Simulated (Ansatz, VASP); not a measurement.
**GeW3: VASP beside Ansatz**

```
CELL_PARAMETERS angstrom
5.57421 0.00000 0.00000
-2.78710 4.82741 0.00000
0.00000 0.00000 4.68401
ATOMIC_POSITIONS crystal
Ge 0.33333 0.66667 0.25000
Ge 0.66667 0.33333 0.75000
W 0.83641 0.67283 0.25000
W 0.16359 0.83641 0.75000
W 0.32717 0.16359 0.25000
W 0.16359 0.32717 0.75000
W 0.83641 0.16359 0.25000
W 0.67283 0.83641 0.75000
```

Alike in both runs: functional PBE; k mesh 12 × 12 × 8; occupations gaussian, width 0.1 eV; no spin polarisation.

Ansatz relaxed the structure, and its values are those at the end. VASP's run is a single point on that final structure, the one shown.

|  | VASP | Ansatz |
| --- | --- | --- |
| version | VASP 6.6.1 | Ansatz 0.2.0 |
| potentials or method | VASP PAW PBE potentials, release 64 (Ge_d, W_sv), cutoff 520 eV | scalar-relativistic, plane waves, PAW |
| valence electrons in the cell | 112 | 112 |

```csv
,VASP,Ansatz,Ansatz less VASP
gap on the k mesh at the Fermi level (eV),none,none,-
pressure (GPa),0.4,0.0,-0.43
rms of the force components (eV/Å),0.005,0.000,-0.0045
```

A gap of «none» marks a metal or a gap that the smearing closes.

Spin-orbit coupling is off throughout.
